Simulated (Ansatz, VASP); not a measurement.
One calculation of HfN, two programs

```
Hf N
1.0
     0.00000    2.25600    2.25600
     2.25600    0.00000    2.25600
     2.25600    2.25600    0.00000
Hf N
1 1
Direct
  0.00000 0.00000 0.00000
  0.50000 0.50000 0.50000
```

Alike in both runs: task single point; functional PBE; k mesh 13 × 13 × 13; no spin polarisation.

```csv
,VASP,Ansatz
version,VASP 6.6.1,Ansatz 0.2.0
potentials or method,"VASP PAW PBE potentials, release 64 (Hf_pv, N)","plane waves, PAW"
plane-wave cutoff (eV),520,420
occupations,"methfessel-paxton of order 1, width 0.5 eV","cold, width 0.5 eV"
valence electrons in the cell,15,31
```

```csv
,VASP,Ansatz,Ansatz less VASP
pressure (GPa),4.1,6.6,+2.45
```

VASP's potentials hold 15 valence electrons a cell and Ansatz's 31, so a difference there can come from the potentials and not from the codes.

Spin-orbit coupling is off throughout.
